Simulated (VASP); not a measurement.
# FeNi3 (Pm-3m) in VASP: a series of runs, part 2 of 2

VASP 6.6.1. The steps go on from the part before.

**3. Single point, r2SCAN**

This run uses another cell than the first one, of 10.85 Å³/atom.

POSCAR

```
FeNi3
1.0
    3.5143498106      0.0000000000      0.0000000000
    0.0000000000      3.5143498106      0.0000000000
    0.0000000000      0.0000000000      3.5143498106
Fe Ni
1 3
Direct
    0.0000000000      0.0000000000      0.0000000000
    0.0000000000      0.5000000000      0.5000000000
    0.5000000000      0.0000000000      0.5000000000
    0.5000000000      0.5000000000      0.0000000000
```

INCAR.step1

```
SYSTEM = FeNi3
ALGO = Normal
EDIFF = 1E-4
ENCUT = 520
GGA = PE
ISMEAR = 0
LASPH = .TRUE.
LCHARG = .FALSE.
LREAL = .FALSE.
LWAVE = .TRUE.
NBANDS = 27
NELM = 100
PREC = Accurate
SIGMA = 0.05
```

INCAR.step2

```
SYSTEM = FeNi3
ALGO = Normal
EDIFF = 1E-7
ENCUT = 520
ISIF = 2
ISMEAR = 0
ISTART = 1
LASPH = .TRUE.
LCHARG = .FALSE.
LMIXTAU = .TRUE.
LREAL = .FALSE.
LWAVE = .FALSE.
METAGGA = R2SCAN
NBANDS = 27
NELM = 100
PREC = Accurate
SIGMA = 0.05
```

KPOINTS

```
k-points
0
G
  12 12 12
  0 0 0
```

Potentials or basis: VASP PAW PBE potentials, release 64 (Fe, Ni).

Run with:

```bash
$ cat potpaw_PBE.64/Fe/POTCAR potpaw_PBE.64/Ni/POTCAR > POTCAR
$ cp INCAR.step1 INCAR
$ mpirun -np 1 vasp_std > vasp.out
$ cp INCAR.step2 INCAR
$ mpirun -np 1 vasp_std > vasp.out
```

OUTCAR:

```text
SYSTEM = FeNi3
   EDIFF = 1E-7
   ENCUT = 520
   ISIF = 2
   ISMEAR = 0
   ISTART = 1
   LASPH = .TRUE.
   LREAL = .FALSE.
   METAGGA = R2SCAN
   NELM = 100
   PREC = Accurate

 ion  position               nearest neighbor table
   1  0.000  0.000  0.000-   2 2.49   3 2.49   4 2.49   2 2.49   3 2.49   2 2.49   4 2.49   2 2.49
                             3 2.49   4 2.49   3 2.49   4 2.49
   2  0.000  0.500  0.500-   1 2.49   3 2.49   4 2.49   1 2.49   4 2.49   1 2.49   3 2.49   1 2.49
                             3 2.49   4 2.49   4 2.49   3 2.49
   3  0.500  0.000  0.500-   1 2.49   2 2.49   4 2.49   1 2.49   4 2.49   2 2.49   4 2.49   4 2.49
                             1 2.49   2 2.49   1 2.49   2 2.49
   4  0.500  0.500  0.000-   1 2.49   2 2.49   3 2.49   2 2.49   3 2.49   1 2.49   3 2.49   3 2.49
                             1 2.49   2 2.49   2 2.49   1 2.49

  LATTYP: Found a simple cubic cell.
 ALAT       =     3.5143498106

  Lattice vectors:

 A1 = (   3.5143498106,   0.0000000000,   0.0000000000)
 A2 = (   0.0000000000,   3.5143498106,   0.0000000000)
 A3 = (   0.0000000000,   0.0000000000,   3.5143498106)

Analysis of symmetry for initial positions (statically):
=====================================================================
 Subroutine PRICEL returns:
 Original cell was already a primitive cell.

 Routine SETGRP: Setting up the symmetry group for a
 simple cubic supercell.

 Subroutine GETGRP returns: Found 48 space group operations
 (whereof 48 operations were pure point group operations)
 out of a pool of 48 trial point group operations.

The static configuration has the point symmetry O_h .

Analysis of symmetry for dynamics (positions and initial velocities):
=====================================================================
 Subroutine PRICEL returns:
 Original cell was already a primitive cell.

 Routine SETGRP: Setting up the symmetry group for a
 simple cubic supercell.

 Subroutine GETGRP returns: Found 48 space group operations
[... 128 lines left out ...]
  volume/ion in A,a.u.               =      10.85        73.23
  Fermi-wavevector in a.u.,A,eV,Ry     =   1.566118  2.959533 33.371341  2.452724
  Thomas-Fermi vector in A             =   2.668493
   LORBIT       =      0    0 simple, 1 ext, 2 COOP (PROOUT), +10 PAW based schemes
   METAGGA = R2SCAN    functional components
   LHFCALC =     F    Hartree Fock is set to
   AEXX    =    0.0000 exact exchange contribution
   IVDW    =     0    specifies the selected vdW correction
   LEPSILON=     F    determine dielectric tensor
   LRPA    =     F    only Hartree local field effects (RPA)
 non-spin polarized calculation
 Gauss-broadening in eV      SIGMA  =   0.05
  energy-cutoff  :      520.00
  volume of cell :       43.40
 maximum number of plane-waves:      1193
 NGX is ok and might be reduce to    28
   NGX = 13   NGY = 13   NGZ = 13

 number of electron      37.9999984 magnetization

 Free energy of the ion-electron system (eV)
  ---------------------------------------------------
  ext. energy  EPLUGINS =         0.00000000
  ---------------------------------------------------
  free energy    TOTEN  =       -48.62899538 eV

  energy without entropy =      -48.61719967  energy(sigma->0) =      -48.62309753

 E-fermi :   8.3559     XC(G=0): -14.4384

 val. band max:        8.3532441742   @ k =   0.5000   0.3333   0.3333
 cond. band min:       8.3562104974   @ k =   0.5000   0.1667   0.1667
 fundamental gap:      0.0029663232
 Fermi energy:         8.3558826122

 k-point     1 :       0.0000    0.0000    0.0000
  band No.  band energies     occupation
      1      -0.8814      2.00000
      2       3.6580      2.00000
      3       3.6580      2.00000
      4       3.8154      2.00000
      5       4.3903      2.00000
      6       4.3903      2.00000
[... 709 lines left out ...]
     26      20.0421      0.00000
     27      20.2975      0.00000

 [... further k-points ...]

------------------------ aborting loop because EDIFF is reached ----------------------------------------

  FORCE on cell =-STRESS in cart. coord.  units (eV):
  Direction    XX          YY          ZZ          XY          YZ          ZX
  --------------------------------------------------------------------------------------
  -------------------------------------------------------------------------------------
  Total       -2.9935197     -2.9935197     -2.9935197      0.0000000     -0.0000000      0.0000000
  in kB     -110.4988452   -110.4988452   -110.4988452      0.0000000     -0.0000000      0.0000000
  external PRESSURE =    -110.4988452 kB  Pullay stress =       0.0000000 kB

 VOLUME and BASIS-vectors are now :
 -----------------------------------------------------------------------------
  energy-cutoff  :      520.00
  volume of cell :       43.40
      direct lattice vectors                 reciprocal lattice vectors
     3.514349811  0.000000000  0.000000000     0.284547656  0.000000000  0.000000000
     0.000000000  3.514349811  0.000000000     0.000000000  0.284547656  0.000000000
     0.000000000  0.000000000  3.514349811     0.000000000  0.000000000  0.284547656

 POSITION                                       TOTAL-FORCE (eV/Angst)
 -----------------------------------------------------------------------------------
      0.00000      0.00000      0.00000         0.000000      0.000000      0.000000
      0.00000      1.75717      1.75717         0.000000      0.000000      0.000000
      1.75717      0.00000      1.75717         0.000000      0.000000      0.000000
      1.75717      1.75717      0.00000         0.000000      0.000000      0.000000
 -----------------------------------------------------------------------------------
    total drift:                                0.000000      0.000000      0.000000

  FREE ENERGIE OF THE ION-ELECTRON SYSTEM (eV)
  ---------------------------------------------------
  free  energy   TOTEN  =       -48.6289953839 eV

  energy  without entropy=      -48.6171996713  energy(sigma->0) =      -48.62309753
```

OUTCAR.step1:

```text
SYSTEM = FeNi3
   EDIFF = 1E-4
   ENCUT = 520
   GGA = PE
   ISMEAR = 0
[... 953 lines left out ...]
      0.00000      0.00000      0.00000         0.000000      0.000000      0.000000
      0.00000      1.75717      1.75717         0.000000      0.000000      0.000000
      1.75717      0.00000      1.75717         0.000000      0.000000      0.000000
      1.75717      1.75717      0.00000         0.000000      0.000000      0.000000
 -----------------------------------------------------------------------------------
    total drift:                                0.000000      0.000000      0.000000

  FREE ENERGIE OF THE ION-ELECTRON SYSTEM (eV)
  ---------------------------------------------------
  free  energy   TOTEN  =       -23.9530248147 eV

  energy  without entropy=      -23.9394616015  energy(sigma->0) =      -23.94624321
```

It took 2.9 min on 1 thread of Intel Xeon 6975P-C (Granite Rapids), shared host; peak memory 0.23 GiB.

What came out:

```
Free energy            : -48.6290 eV
Pressure               : -11.0 GPa
Band gap on the k mesh : zero (bands 19 and 20 overlap by 1.12 eV)
```

Caveat: the cell stands under tension; the PAW data sets were made with another functional, which shifts forces and pressure a little; the run has no spin polarisation, though such a crystal can be magnetic.

**4. Single point, r2SCAN, collinear spin, ferromagnetic start (10.42 Å³/atom)**

This run uses another cell than the first one, of 10.42 Å³/atom.

POSCAR

```
FeNi3
1.0
    3.4668527745      0.0000000000      0.0000000000
    0.0000000000      3.4668527745      0.0000000000
    0.0000000000      0.0000000000      3.4668527745
Fe Ni
1 3
Direct
    0.0000000000      0.0000000000      0.0000000000
    0.0000000000      0.5000000000      0.5000000000
    0.5000000000      0.0000000000      0.5000000000
    0.5000000000      0.5000000000      0.0000000000
```

INCAR.step1

```
ALGO = Normal ; EDIFF = 1E-4
ENCUT = 520 ; GGA = PE
ISMEAR = 0 ; ISPIN = 2
LASPH = True ; LCHARG = False
LMAXMIX = 4 ; LREAL = False
LWAVE = True ; MAGMOM = 3.48 0.88 0.88 0.88
NBANDS = 31 ; NELM = 150
PREC = Accurate ; SIGMA = 0.05
```

INCAR.step2

```
ALGO = Normal ; EDIFF = 1E-6
ENCUT = 520 ; ISIF = 2
ISMEAR = 0 ; ISPIN = 2
ISTART = 1 ; LASPH = True
LCHARG = False ; LMAXMIX = 4
LMIXTAU = True ; LORBIT = 11
LREAL = False ; LWAVE = False
MAGMOM = 3.48 0.88 0.88 0.88 ; METAGGA = R2SCAN
NBANDS = 31 ; NELM = 150
PREC = Accurate ; SIGMA = 0.05
```

KPOINTS

```
k-points
0
Gamma
  12 12 12
```

Run with:

```bash
$ cat potpaw_PBE.64/Fe/POTCAR potpaw_PBE.64/Ni/POTCAR > POTCAR
$ cp INCAR.step1 INCAR
$ mpirun -np 1 vasp_std > vasp.out
$ cp INCAR.step2 INCAR
$ mpirun -np 1 vasp_std > vasp.out
```

Run time: 6.1 min. Hardware: 1 thread of Intel Xeon 6975P-C (Granite Rapids), shared host; peak memory 0.3 GiB.

The run converged. Its results:

- Free energy: -50.6432 eV
- Pressure: 9.6 GPa
- Net moment: 5.21 μB per cell
- Site moments: Fe +3.12; Ni +0.72 μB
- Valence electrons inside the program's atomic spheres: Fe 7.20; Ni 9.51

Levels at points of the mesh, in eV from the Fermi level:
Spin up:
| k point | band 20 | band 21 | band 22 | band 23 | band 24 | band 25 |
| --- | --- | --- | --- | --- | --- | --- |
| (0.00, 0.00, 0.00) | -1.17 | -1.17 | 2.28 | 2.28 | 2.28 | 9.44 |
| (0.50, 0.00, 0.00) | -1.53 | -1.32 | -1.17 | 7.95 | 7.95 | 7.95 |
| (0.50, 0.50, 0.00) | -2.00 | 0.45 | 0.49 | 0.50 | 0.50 | 11.90 |
| (0.50, 0.50, 0.50) | -1.33 | -0.78 | -0.78 | -0.78 | -0.65 | 5.78 |
Spin down:
```csv
k point,band 13,band 14,band 15,band 16,band 17,band 18,band 19,band 20
"(0.00, 0.00, 0.00)",-0.02,0.47,0.47,0.47,1.32,1.32,1.49,1.49
"(0.50, 0.00, 0.00)",-1.10,-1.06,-1.06,-0.62,-0.05,-0.05,0.47,0.89
"(0.50, 0.50, 0.00)",-1.58,-1.58,-1.39,-1.01,-0.62,0.31,0.31,0.81
"(0.50, 0.50, 0.50)",-1.05,-1.05,-1.05,-0.94,0.16,0.16,0.16,0.95
```

Caveat: the cell stands under pressure; the PAW data sets were made with another functional, which shifts forces and pressure a little.

**5. Single point, r2SCAN, collinear spin, ferrimagnetic start**

This run uses another cell than the first one, of 10.85 Å³/atom.

POSCAR

```
FeNi3
1.0
    3.5143498106      0.0000000000      0.0000000000
    0.0000000000      3.5143498106      0.0000000000
    0.0000000000      0.0000000000      3.5143498106
Fe Ni
1 3
Direct
    0.0000000000      0.0000000000      0.0000000000
    0.0000000000      0.5000000000      0.5000000000
    0.5000000000      0.0000000000      0.5000000000
    0.5000000000      0.5000000000      0.0000000000
```

INCAR.step1

```
SYSTEM = FeNi3
PREC = Accurate
ENCUT = 520
ISMEAR = 0
SIGMA = 0.05
LREAL = .False.
LASPH = .True.
NELM = 150
ISPIN = 2
MAGMOM = 2.5 -0.8 -0.8 -0.8
LMAXMIX = 4
NBANDS = 31
GGA = PE
ALGO = Normal
EDIFF = 1E-4
LWAVE = .True.
LCHARG = .False.
```

INCAR.step2

```
SYSTEM = FeNi3
PREC = Accurate
ENCUT = 520
EDIFF = 1E-6
ISMEAR = 0
SIGMA = 0.05
LREAL = .False.
LASPH = .True.
NELM = 150
ALGO = Normal
ISIF = 2
LWAVE = .False.
LCHARG = .False.
ISPIN = 2
MAGMOM = 2.5 -0.8 -0.8 -0.8
LORBIT = 11
LMAXMIX = 4
METAGGA = R2SCAN
LMIXTAU = .True.
NBANDS = 31
ISTART = 1
```

KPOINTS

```
Automatic mesh
0
Gamma
  12 12 12
  0 0 0
```

Run with:

```bash
$ cat potpaw_PBE.64/Fe/POTCAR potpaw_PBE.64/Ni/POTCAR > POTCAR
$ cp INCAR.step1 INCAR
$ mpirun -np 1 vasp_std > vasp.out
$ cp INCAR.step2 INCAR
$ mpirun -np 1 vasp_std > vasp.out
```

It took 16 min on 1 thread of Intel Xeon 8259CL, shared host; peak memory 0.31 GiB.

It converged, with:

```yaml
Free_energy: -50.6935 eV
Pressure: 0.0 GPa
Net_moment: 5.26 μB per cell
Site_moments: Fe +3.17; Ni +0.73 μB
Valence_electrons_inside_the_program's_atomic_spheres: Fe 7.10; Ni 9.43
```

Levels at points of the mesh, in eV from the Fermi level:
Spin up:
| k point | band 18 | band 19 | band 20 | band 21 | band 22 | band 23 | band 24 | band 25 | band 26 | band 27 |
| --- | --- | --- | --- | --- | --- | --- | --- | --- | --- | --- |
| (0.00, 0.00, 0.00) | -1.30 | -1.20 | -1.20 | -1.20 | 2.23 | 2.23 | 2.23 | 9.04 | 9.04 | 9.49 |
| (0.50, 0.00, 0.00) | -2.09 | -2.05 | -1.52 | -1.38 | -1.20 | 7.67 | 7.67 | 7.68 | 7.68 | 9.74 |
| (0.50, 0.50, 0.00) | -2.31 | -2.12 | -1.95 | 0.31 | 0.37 | 0.40 | 0.40 | 11.54 | 11.54 | 11.54 |
| (0.50, 0.50, 0.50) | -1.34 | -1.34 | -1.34 | -0.74 | -0.74 | -0.74 | -0.57 | 5.45 | 5.45 | 5.45 |
Spin down:
```tsv
k point	band 13	band 14	band 15	band 16	band 17	band 18	band 19	band 20
(0.00, 0.00, 0.00)	-0.03	0.45	0.45	0.45	1.27	1.27	1.42	1.42
(0.50, 0.00, 0.00)	-1.06	-1.00	-1.00	-0.60	-0.02	-0.02	0.46	0.89
(0.50, 0.50, 0.00)	-1.51	-1.51	-1.32	-0.97	-0.57	0.31	0.31	0.82
(0.50, 0.50, 0.50)	-1.01	-1.01	-1.01	-0.87	0.16	0.16	0.16	0.91
```

Caveat: the PAW data sets were made with another functional, which shifts forces and pressure a little.

**6. Single point, r2SCAN, collinear spin, ferromagnetic start**

POSCAR

```
FeNi3
1.0
    3.5443677771      0.0000000000      0.0000000000
    0.0000000000      3.5443677771      0.0000000000
    0.0000000000      0.0000000000      3.5443677771
Fe Ni
1 3
Direct
    0.0000000000      0.0000000000      0.0000000000
    0.0000000000      0.5000000000      0.5000000000
    0.5000000000      0.0000000000      0.5000000000
    0.5000000000      0.5000000000      0.0000000000
```

INCAR.step1

```
PREC = Accurate
ENCUT = 520
ISMEAR = 0
SIGMA = 0.05
LREAL = False
LASPH = True
NELM = 150
ISPIN = 2
MAGMOM = 2.5 0.8 0.8 0.8
LMAXMIX = 4
NBANDS = 31
GGA = PE
ALGO = Normal
EDIFF = 1E-4
LWAVE = True
LCHARG = False
```

INCAR.step2

```
PREC = Accurate
ENCUT = 520
EDIFF = 1E-6
ISMEAR = 0
SIGMA = 0.05
LREAL = False
LASPH = True
NELM = 150
ALGO = Normal
ISIF = 2
LWAVE = False
LCHARG = False
ISPIN = 2
MAGMOM = 2.5 0.8 0.8 0.8
LORBIT = 11
LMAXMIX = 4
METAGGA = R2SCAN
LMIXTAU = True
NBANDS = 31
ISTART = 1
```

KPOINTS

```
Automatic mesh
0
Gamma
  12 12 12
```

Potentials or basis: VASP PAW PBE potentials, release 64 (Fe, Ni).

Run with:

```bash
$ cat potpaw_PBE.64/Fe/POTCAR potpaw_PBE.64/Ni/POTCAR > POTCAR
$ cp INCAR.step1 INCAR
$ mpirun -np 1 vasp_std > vasp.out
$ cp INCAR.step2 INCAR
$ mpirun -np 1 vasp_std > vasp.out
```

Wall time 17 min (1 thread of AMD EPYC 7R13, shared host); peak memory 0.28 GiB.

It converged, with:

```yaml
Free_energy: -50.6762 eV
Pressure: -5.0 GPa
Net_moment: 5.30 μB per cell
Site_moments: Fe +3.20; Ni +0.74 μB
Valence_electrons_inside_the_program's_atomic_spheres: Fe 7.05; Ni 9.38
```

Levels at points of the mesh, in eV from the Fermi level:
Spin up:
| k point | band 19 | band 20 | band 21 | band 22 | band 23 | band 24 | band 25 | band 26 |
| --- | --- | --- | --- | --- | --- | --- | --- | --- |
| (0.00, 0.00, 0.00) | -1.23 | -1.23 | -1.23 | 2.20 | 2.20 | 2.20 | 8.80 | 8.80 |
| (0.50, 0.00, 0.00) | -2.02 | -1.51 | -1.42 | -1.23 | 7.50 | 7.50 | 7.52 | 7.52 |
| (0.50, 0.50, 0.00) | -2.11 | -1.93 | 0.23 | 0.30 | 0.34 | 0.34 | 11.31 | 11.31 |
| (0.50, 0.50, 0.50) | -1.36 | -1.36 | -0.71 | -0.71 | -0.71 | -0.52 | 5.25 | 5.25 |
Spin down:
| k point | band 13 | band 14 | band 15 | band 16 | band 17 | band 18 | band 19 | band 20 |
| --- | --- | --- | --- | --- | --- | --- | --- | --- |
| (0.00, 0.00, 0.00) | -0.03 | 0.45 | 0.45 | 0.45 | 1.24 | 1.24 | 1.38 | 1.38 |
| (0.50, 0.00, 0.00) | -1.03 | -0.96 | -0.96 | -0.59 | -0.01 | -0.01 | 0.45 | 0.87 |
| (0.50, 0.50, 0.00) | -1.47 | -1.47 | -1.27 | -0.94 | -0.53 | 0.32 | 0.32 | 0.82 |
| (0.50, 0.50, 0.50) | -0.99 | -0.99 | -0.99 | -0.82 | 0.16 | 0.16 | 0.16 | 0.88 |

Caveat: the cell stands under tension; the PAW data sets were made with another functional, which shifts forces and pressure a little.

**7. Overview**

```csv
level,spin,cell,k mesh,gap on the mesh (eV),pressure (GPa),moment (μB)
PBE,"collinear, ferromagnetic start","a = 3.544 Å, 4 atoms",6 × 6 × 6,none,0.0,4.86
r2SCAN,off,"a = 3.514 Å, 4 atoms",12 × 12 × 12,none,-11.0,-
r2SCAN,"collinear, ferromagnetic start","a = 3.467 Å, 4 atoms",12 × 12 × 12,none,9.6,5.21
r2SCAN,"collinear, ferrimagnetic start","a = 3.514 Å, 4 atoms",12 × 12 × 12,none,0.0,5.26
r2SCAN,"collinear, ferromagnetic start","a = 3.544 Å, 4 atoms",12 × 12 × 12,none,-5.0,5.30
```

Alike in all rows: task single point; potentials or basis VASP PAW PBE potentials, release 64 (Fe, Ni); cutoff (eV) 520; smearing gaussian 0.05 eV.

Caveats: the PAW data sets were made with another functional, which shifts forces and pressure a little (at least some runs); the cell stands under tension (at least some runs); the cell stands under pressure (at least some runs).

Total energies depend on the potentials used, so only differences within one code and one set of settings carry meaning.
